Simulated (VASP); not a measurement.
Input of a VASP 6.6.1 run:

Contents of INCAR:

```
SYSTEM = Cu
PREC = Accurate
ENCUT = 520
EDIFF = 1E-6
ISMEAR = -1
SIGMA = 0.08
LREAL = .False.
LASPH = .True.
NELM = 80
ALGO = Normal
ISIF = 2
LWAVE = .False.
LCHARG = .True.
GGA = PS
LELF = .True.
LVHAR = .True.
NBANDS = 12
```

Contents of KPOINTS:

```
Automatic mesh
0
Gamma
  19 19 19
  0 0 0
```

POSCAR

```
Cu
1.0
    0.0000000000      1.7709157724      1.7709157724
    1.7709157724      0.0000000000      1.7709157724
    1.7709157724      1.7709157724      0.0000000000
Cu
1
Direct
    0.0000000000      0.0000000000      0.0000000000
```

Potentials or basis: VASP PAW PBE potentials, release 64 (Cu).

Command:

```console
$ cat potpaw_PBE.64/Cu/POTCAR > POTCAR
$ mpirun -np 1 vasp_std > vasp.out
```

**Question.** What does it give for the pressure?

**Answer.** 3.9 GPa.

Caveat: the PAW data sets were made with another functional, which shifts forces and pressure a little.
